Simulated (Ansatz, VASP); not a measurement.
One calculation of WC, two programs

Contents of INCAR:

```
ALGO = Normal
EDIFF = 1E-6
EDIFFG = -0.01
ENCUT = 600
GGA = PS
IBRION = 2
ISIF = 3
ISMEAR = -1
LASPH = T
LCHARG = F
LREAL = F
LWAVE = F
NELM = 60
NSW = 80
PREC = Accurate
SIGMA = 0.05
```

KPOINTS

```
k-points
0
Gamma
  10 10 9
```

File POSCAR:

```
WC
1.0
    2.9065000000      0.0000000000      0.0000000000
   -1.4532500000      2.5171028361      0.0000000000
    0.0000000000      0.0000000000      2.8366000000
W C
1 1
Direct
    0.0000000000      0.0000000000      0.0000000000
    0.6666666667      0.3333333333      0.5000000000
```

File input.yaml:

```yaml
crystal:
  lattice:
    - [2.9065, 0.0, 0.0]
    - [-1.45325, 2.5171028361, 0.0]
    - [0.0, 0.0, 2.8366]
  atoms:
    - { symbol: W, position: [0.0, 0.0, 0.0] }
    - { symbol: C, position: [0.6666666667, 0.3333333333, 0.5] }
kpoints:
  mp_grid: { grid: [10, 10, 9] }
scf:
  occupations: { method: fermi_dirac, width: 0.05 }
hamiltonian:
  xc: pbesol
  pseudopotentials: { kind: all_electron, lapw: { basis_error: 0.001 } }
output:
  forces: true
  stress: true
relax:
  f_tol: 0.01
  max_steps: 60
  cell: {}
```

Alike in both runs: task relaxation of cell and atoms; functional PBEsol; k mesh 10 × 10 × 9; occupations fermi-dirac, width 0.05 eV; no spin polarisation.

|  | VASP | Ansatz |
| --- | --- | --- |
| version | VASP 6.6.1 | Ansatz 0.2.0 |
| potentials or method | VASP PAW PBE potentials, release 64 (W_sv, C), cutoff 600 eV | all-electron LAPW, scalar-relativistic |

Ansatz gave:

| Quantity | Value |
| --- | --- |
| relaxed volume (Å³/atom) | 10.29 |
| relaxed cell length with the largest relative difference (Å) | 2.826 |

Task: Which values does VASP return?

Result: Relaxed volume (Å³/atom): 10.32; relaxed cell length with the largest relative difference (Å): 2.830.

VASP's potentials were made for PBE, not for PBEsol. Ansatz ran all-electron here, and VASP with PAW potentials.

Neither program's run includes spin-orbit coupling.
